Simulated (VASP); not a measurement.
# TlSnH3 (F-43m) in VASP: notebook, part 2 of 2

VASP 6.6.1.

**4. Relaxation of cell and atoms, PBE**

This run uses another cell than the first one, of 16.03 Å³/atom.

File INCAR:

```
SYSTEM = TlSnH3
ALGO = Normal
EDIFF = 1E-6
EDIFFG = -0.04
ENCUT = 600
GGA = PE
IBRION = 2
ISIF = 3
ISMEAR = 0
LASPH = .True.
LCHARG = .False.
LREAL = .False.
LWAVE = .False.
NELM = 80
NSW = 90
PREC = Accurate
SIGMA = 0.1
```

File KPOINTS:

```
k-points
0
Gamma
  4 4 4
  0 0 0
```

File POSCAR:

```
TlSnH3
1.0
    0.0000000000      4.3115088400      4.3115088400
    4.3115088400      0.0000000000      4.3115088400
    4.3115088400      4.3115088400      0.0000000000
Tl Sn H
2 2 6
Direct
    0.0000000000      0.0000000000      0.0000000000
    0.2500000000      0.2500000000      0.2500000000
    0.7500000000      0.7500000000      0.7500000000
    0.5000000000      0.5000000000      0.5000000000
    0.5036381800      0.9963618200      0.9963618200
    0.9963618200      0.5036381800      0.5036381800
    0.9963618200      0.5036381800      0.9963618200
    0.5036381800      0.9963618200      0.5036381800
    0.9963618200      0.9963618200      0.5036381800
    0.5036381800      0.5036381800      0.9963618200
```

Potentials or basis: VASP PAW PBE potentials, release 64 (Tl_d, Sn_d, H).

Command:

```bash
$ cat potpaw_PBE.64/Tl_d/POTCAR potpaw_PBE.64/Sn_d/POTCAR potpaw_PBE.64/H/POTCAR > POTCAR
$ mpirun -np 1 vasp_std > vasp.out
```

OUTCAR:

```text
SYSTEM = TlSnH3
   EDIFF = 1E-6
   EDIFFG = -0.04
   ENCUT = 600
   GGA = PE
   IBRION = 2
   ISIF = 3
   ISMEAR = 0
   LASPH = .True.
   LREAL = .False.
   NELM = 80
   NSW = 90
   PREC = Accurate

 ion  position               nearest neighbor table
   1  0.000  0.000  0.000-   3 3.73   3 3.73   3 3.73   2 3.73   3 3.73   2 3.73   2 3.73   2 3.73

   2  0.250  0.250  0.250-   5 2.19   6 2.19   7 2.19   8 2.19   9 2.19  10 2.19   1 3.73   1 3.73
                             1 3.73   4 3.73   1 3.73   4 3.73   4 3.73   4 3.73
   3  0.750  0.750  0.750-   5 2.12   6 2.12   7 2.12   8 2.12   9 2.12  10 2.12   4 3.73   4 3.73
                             1 3.73   4 3.73   4 3.73   1 3.73   1 3.73   1 3.73
   4  0.500  0.500  0.500-   2 3.73   2 3.73   2 3.73   2 3.73   3 3.73   3 3.73   3 3.73   3 3.73

   5  0.504  0.996  0.996-   3 2.12   2 2.19
   6  0.996  0.504  0.504-   3 2.12   2 2.19
   7  0.996  0.504  0.996-   3 2.12   2 2.19
   8  0.504  0.996  0.504-   3 2.12   2 2.19
   9  0.996  0.996  0.504-   3 2.12   2 2.19
  10  0.504  0.504  0.996-   3 2.12   2 2.19

  LATTYP: Found a face centered cubic cell.
 ALAT       =     8.6230176800

  Lattice vectors:

 A1 = (   0.0000000000,   4.3115088400,   4.3115088400)
 A2 = (   4.3115088400,   0.0000000000,   4.3115088400)
 A3 = (   4.3115088400,   4.3115088400,   0.0000000000)

Analysis of symmetry for initial positions (statically):
=====================================================================
 Subroutine PRICEL returns:
 Original cell was already a primitive cell.

 Routine SETGRP: Setting up the symmetry group for a
 face centered cubic supercell.
[... 294 lines left out ...]
  free  energy   TOTEN  =       -27.1989820421 eV

  energy  without entropy=      -27.1794208758  energy(sigma->0) =      -27.18920146

 E-fermi :   5.3873     XC(G=0):  -9.5732

 val. band max:        5.3856924293   @ k =  -0.2500   0.2500   0.0000
 cond. band min:       5.4334945702   @ k =  -0.2500   0.5000   0.2500
 fundamental gap:      0.0478021409
 Fermi energy:         5.3872569814

 k-point     1 :       0.0000    0.0000    0.0000
  band No.  band energies     occupation
      1     -16.8026      2.00000
      2     -16.8026      2.00000
      3     -16.8026      2.00000
      4     -16.8003      2.00000
      5     -16.8003      2.00000
      6     -16.2125      2.00000
[... 301 lines left out ...]
     35       7.9738      0.00000
     36       8.3486      0.00000

[... ionic steps 4 to 8 ...]

--------------------------------------- Ionic step        9  -------------------------------------------

 number of electron      59.9999993 magnetization

------------------------ aborting loop because EDIFF is reached ----------------------------------------
[... 83 lines left out ...]
--------------------------------------- Ionic step       11  -------------------------------------------

 number of electron      59.9999992 magnetization

 Free energy of the ion-electron system (eV)
  ---------------------------------------------------
  ext. energy  EPLUGINS =         0.00000000
  ---------------------------------------------------
  free energy    TOTEN  =       -27.37341329 eV

  energy without entropy =      -27.35805831  energy(sigma->0) =      -27.36573580

 E-fermi :   4.6317     XC(G=0):  -9.1998

 val. band max:        4.6281299810   @ k =  -0.2500   0.5000   0.2500
 cond. band min:       4.6966258352   @ k =  -0.2500   0.2500   0.0000
 fundamental gap:      0.0684958542
 Fermi energy:         4.6317015381

 k-point     1 :       0.0000    0.0000    0.0000
  band No.  band energies     occupation
      1     -17.6287      2.00000
      2     -17.6287      2.00000
      3     -17.6287      2.00000
      4     -17.6277      2.00000
      5     -17.6277      2.00000
      6     -16.8472      2.00000
[... 338 lines left out ...]
  FREE ENERGIE OF THE ION-ELECTRON SYSTEM (eV)
  ---------------------------------------------------
  free  energy   TOTEN  =       -27.3734132946 eV

  energy  without entropy=      -27.3580583139  energy(sigma->0) =      -27.36573580

 reached required accuracy - stopping structural energy minimisation
```

OSZICAR:

```text
N       E                     dE             d eps       ncg     rms          rms(c)
DAV:   1     0.566145375925E+03    0.56615E+03   -0.31425E+04   600   0.216E+03
DAV:   2     0.421828956287E+02   -0.52396E+03   -0.51226E+03   584   0.573E+02
DAV:   3    -0.249932612236E+02   -0.67176E+02   -0.65444E+02   624   0.174E+02
[... 100 lines left out ...]
DAV:   3    -0.273736820156E+02    0.49887E-02   -0.18239E-02   656   0.120E+00    0.241E-01
DAV:   4    -0.273734350866E+02    0.24693E-03   -0.11461E-03   596   0.217E-01    0.367E-02
DAV:   5    -0.273734151622E+02    0.19924E-04   -0.18114E-04   728   0.987E-02    0.122E-02
DAV:   6    -0.273734139054E+02    0.12568E-05   -0.19093E-05   668   0.316E-02    0.462E-03
DAV:   7    -0.273734132946E+02    0.61074E-06   -0.17656E-06   356   0.933E-03
  11 F= -.27373413E+02 E0= -.27365736E+02  d E =-.570697E-02
```

It took 6.7 min on 1 thread of Oxide Virtual Turin-like, shared host; peak memory 0.36 GiB.

What came out:

| Quantity | Value |
| --- | --- |
| Free energy | -27.3734 eV |
| Relaxed volume | 16.30 Å³/atom |
| Relaxed cell | a = 6.131 Å, b = 6.131 Å, c = 6.131 Å, α = 60.00°, β = 60.00°, γ = 60.00° |
| Space group after relaxing (to 0.1 Å) | F-43m (No. 216) |
| Energy gained by relaxing | 31.9 meV/atom |
| Ionic steps | 11 |
| Pressure after relaxing | 0.0 GPa |
| Band gap on the k mesh | zero (bands 30 and 31 overlap by 1.63 eV) |

Forces in eV/Å, atoms in the order of the input:
```
Tl   0.000  0.000  0.000
Tl   0.000  0.000  0.000
Sn   0.000  0.000  0.000
Sn   0.000  0.000  0.000
H    0.002  0.000  0.000
H   -0.002  0.000  0.000
H    0.000  0.002  0.000
H    0.000 -0.002  0.000
H    0.000  0.000  0.002
H    0.000  0.000 -0.002
```

The path:
```tsv
step	energy change (eV)	largest force (eV/Å)	pressure (GPa)	volume (Å³)
1	0.0000	0.4010	-1.42	160.29
2	-0.0668	0.3808	-0.68	157.03
3	-0.1448	0.2363	1.99	147.51
4	-0.1940	0.1608	2.08	148.44
5	-0.2409	0.0643	2.41	150.32
6	-0.3070	0.0288	0.59	157.81
7	-0.3132	0.0861	-0.26	162.13
8	-0.3136	0.0736	-0.06	161.17
9	-0.3136	0.0764	-0.10	161.39
10	-0.3160	0.0586	-0.06	161.78
11	-0.3193	0.0023	0.03	162.95
```

Final structure:
```cif
data_structure
_symmetry_space_group_name_H-M 'P 1'
_symmetry_Int_Tables_number 1
_cell_length_a 6.1309
_cell_length_b 6.1309
_cell_length_c 6.1309
_cell_angle_alpha 60.000
_cell_angle_beta 60.000
_cell_angle_gamma 60.000
_cell_volume 162.95
loop_
_atom_site_label
_atom_site_type_symbol
_atom_site_fract_x
_atom_site_fract_y
_atom_site_fract_z
_atom_site_occupancy
Tl1 Tl 0.00000 0.00000 0.00000 1
Tl2 Tl 0.25000 0.25000 0.25000 1
Sn1 Sn 0.75000 0.75000 0.75000 1
Sn2 Sn 0.50000 0.50000 0.50000 1
H1 H 0.52829 0.97171 0.97171 1
H2 H 0.97171 0.52829 0.52829 1
H3 H 0.97171 0.52829 0.97171 1
H4 H 0.52829 0.97171 0.52829 1
H5 H 0.97171 0.97171 0.52829 1
H6 H 0.52829 0.52829 0.97171 1
```

Levels at points of the mesh, in eV from the Fermi level:
```
           k point  band 27  band 28  band 29  band 30  band 31  band 32  band 33  band 34
(0.00, 0.00, 0.00)    -4.34    -1.82    -1.82    -0.96    -0.96    -0.96     0.25     0.25
(0.50, 0.00, 0.00)    -3.32    -3.32    -2.39    -0.14     0.45     0.45     1.65     1.65
(0.50, 0.50, 0.00)    -3.29    -1.67    -0.08     0.67     0.67     0.84     2.05     2.05
```

Caveat: spin-orbit coupling is left out, which moves the levels of the heavy elements.

The gap in the log of VASP goes by the Fermi energy; the results here count the filled bands.